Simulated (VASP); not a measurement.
Crystal: GeN.

```
CELL_PARAMETERS angstrom
1.93129 -4.54211 0.00000
1.93129 4.54211 0.00000
0.00000 0.00000 3.29034
ATOMIC_POSITIONS crystal
Ge 0.64000 0.36000 0.25000
Ge 0.36000 0.64000 0.75000
N 0.93000 0.07000 0.25000
N 0.07000 0.93000 0.75000
```

```yaml
Program: VASP 6.6.1
Task: relaxation of cell and atoms
Functional: PBE
Potentials_or_basis: VASP PAW PBE potentials, release 64 (Ge_d, N)
Cutoff: 600 eV
k_mesh: 6 × 6 × 6
Occupations: gaussian, width 0.1 eV
Spin: no spin polarisation
```

At the start: pressure -8.5 GPa; volume 14.43 Å³/atom.

Problem. How do energy, volume and symmetry change on relaxing?

Solution. Over 31 steps the energy falls by 1127.0 meV/atom and the volume is 11.56 Å³/atom (-19.9 %); space group Cmcm (No. 63, to 0.1 Å) before and after.

Step by step:
| step | energy change (eV) | largest force (eV/Å) | pressure (GPa) | volume (Å³) |
| --- | --- | --- | --- | --- |
| 1 | 0.0000 | 0.0584 | -8.52 | 57.73 |
| 2 | -0.1856 | 0.7052 | 0.80 | 51.54 |
| 3 | -0.1856 | 0.7036 | 0.92 | 51.56 |
| 4 | -0.3268 | 1.3022 | 1.64 | 50.45 |
| 5 | -1.2000 | 3.0934 | 3.31 | 47.00 |
| 6 | -1.4969 | 2.2840 | 36.89 | 39.58 |
| 7 | -2.0223 | 2.9707 | 11.51 | 43.51 |
| 8 | -2.0063 | 2.6281 | 22.74 | 41.35 |
| 9 | -2.0804 | 2.7996 | 17.76 | 42.19 |
| 10 | -2.0946 | 2.7845 | 18.14 | 42.13 |
| 11 | -2.1267 | 2.6716 | 19.20 | 41.93 |
| 12 | -2.1373 | 2.4131 | 22.21 | 41.54 |
| 13 | -2.1854 | 2.3877 | 21.55 | 41.67 |
| 14 | -2.3242 | 2.3397 | 19.63 | 42.08 |
| 15 | -2.5799 | 2.2342 | 15.58 | 42.91 |
| 16 | -2.9823 | 1.7914 | 8.31 | 44.59 |
| 17 | -3.3465 | 0.8833 | -2.31 | 48.08 |
| 18 | -3.5495 | 0.8863 | -2.48 | 48.11 |
| 19 | -3.9781 | 1.1356 | -3.04 | 48.05 |
| 20 | -4.1750 | 0.7003 | -1.70 | 47.38 |
| 21 | -4.2597 | 1.3194 | -3.59 | 47.79 |
| 22 | -4.2716 | 1.1607 | -3.39 | 47.70 |
| 23 | -4.3681 | 0.6260 | -1.00 | 46.90 |
| 24 | -4.4050 | 0.6269 | 1.97 | 46.00 |
| 25 | -4.4861 | 0.1245 | 0.14 | 46.26 |
| 26 | -4.5013 | 0.1453 | -0.91 | 46.42 |
| 27 | -4.5014 | 0.1579 | -0.90 | 46.43 |
| 28 | -4.5063 | 0.0594 | 0.25 | 46.15 |
| 29 | -4.5067 | 0.0247 | 0.65 | 46.04 |
| 30 | -4.5067 | 0.0223 | 0.93 | 46.02 |
| 31 | -4.5082 | 0.0384 | 0.35 | 46.24 |

Final structure:
```
CELL_PARAMETERS angstrom
1.52240 -5.07370 0.00000
1.52240 5.07370 0.00000
0.00000 0.00000 2.99320
ATOMIC_POSITIONS crystal
Ge 0.63570 0.36430 0.25000
Ge 0.36430 0.63570 0.75000
N 0.83724 0.16276 0.25000
N 0.16276 0.83724 0.75000
```

Caveat: the volume moved by over 15 % at a fixed basis, so the end points are rough.
